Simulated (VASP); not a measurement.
Set up this calculation in VASP 6.6.1, as the native input.

```yaml
Task: single point
Functional: PBE
Potentials_or_basis: VASP PAW PBE potentials, release 64 (Ho_3, Nb_sv, Se), 4f in core
Cutoff: 500 eV
k_mesh: 6 × 6 × 2
Occupations: gaussian, width 0.1 eV
Spin: no spin polarisation
Dipole_correction: no
Mended: yes
Further_INCAR_settings: ALGO = Normal; EDIFF = 1e-06; NBANDS = 28
```

The structure of HoNbSe3 lies in POSCAR:

```
HoNbSe3
1.0
    4.5986459900      0.0000000000      0.0000000000
   -2.2993229900      3.9825442500      0.0000000000
    0.0000000000      0.0000000000      8.4850717300
Ho Nb Se
1 1 3
Direct
    0.0000000000      0.0000000000      0.7246585800
    0.0000000000      0.0000000000      0.1713710200
    0.3333333300      0.6666666700      0.3942178500
    0.6666666700      0.3333333300      0.3942178500
    0.0000000000      0.0000000000      0.4613631400
```

The cell was built from a structure type or drawn by symmetry, and may not be a known phase.

One way to write it, as run:

INCAR

```
SYSTEM = HoNbSe3
PREC = Accurate ; ENCUT = 500
EDIFF = 1E-6 ; ISMEAR = 0
SIGMA = 0.1 ; LREAL = .FALSE.
LASPH = .TRUE. ; NELM = 200
ALGO = Normal ; ISIF = 2
LWAVE = .FALSE. ; LCHARG = .FALSE.
GGA = PE ; NBANDS = 28
GGA_COMPAT = .FALSE. ; LMAXMIX = 6
```

KPOINTS

```
Automatic mesh
0
G
  6 6 2
  0 0 0
```

Potentials or basis: VASP PAW PBE potentials, release 64 (Ho_3, Nb_sv, Se), 4f in core.

Launch:

```console
$ cat potpaw_PBE.64/Ho_3/POTCAR potpaw_PBE.64/Nb_sv/POTCAR potpaw_PBE.64/Se/POTCAR > POTCAR
$ mpirun -np 1 vasp_std > vasp.out
```

Results of the run:

The pressure is 8.3 GPa and the largest force is 6.743 eV/Å. The band gap on the k mesh is zero (bands 20 and 21 overlap by 0.47 eV).

Caveat: the k points lie up to 0.37 Å⁻¹ apart; spin-orbit coupling is left out, which moves the levels of the heavy elements; the 4f electrons are frozen in the core, so they carry no moment and show no levels; the run has no spin polarisation, though such a crystal can be magnetic; forces of over 1 eV/Å act on the atoms, so gaps and moduli don't describe the material at rest.

It took 48 s on 1 thread of Intel(R) Xeon(R) 6975P-C (Granite Rapids), with other jobs on the host, peak memory 0.29 GiB.
